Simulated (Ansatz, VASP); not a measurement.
One calculation of H, two programs

```
CELL_PARAMETERS angstrom
12.00000 0.00000 0.00000
0.00000 12.50000 0.00000
0.00000 0.00000 13.00000
ATOMIC_POSITIONS crystal
H 0.45000 0.47000 0.47113
H 0.45000 0.47000 0.52887
```

Alike in both runs: functional PBE; k mesh 1 × 1 × 1; no spin polarisation.

Ansatz relaxed the structure, and its values are those at the end. VASP's run is a single point on that final structure, the one shown.

```csv
,VASP,Ansatz
version,VASP 6.6.1,Ansatz 0.2.0
potentials or method,"VASP PAW PBE potentials, release 64 (H), cutoff 520 eV",plane-wave PAW DFT
occupations,"gaussian, width 0.01 eV",fixed
valence electrons in the cell,2,2
```

```csv
,VASP,Ansatz,Ansatz less VASP
rms of the force components (eV/Å),0.015,0.001,-0.0136
```
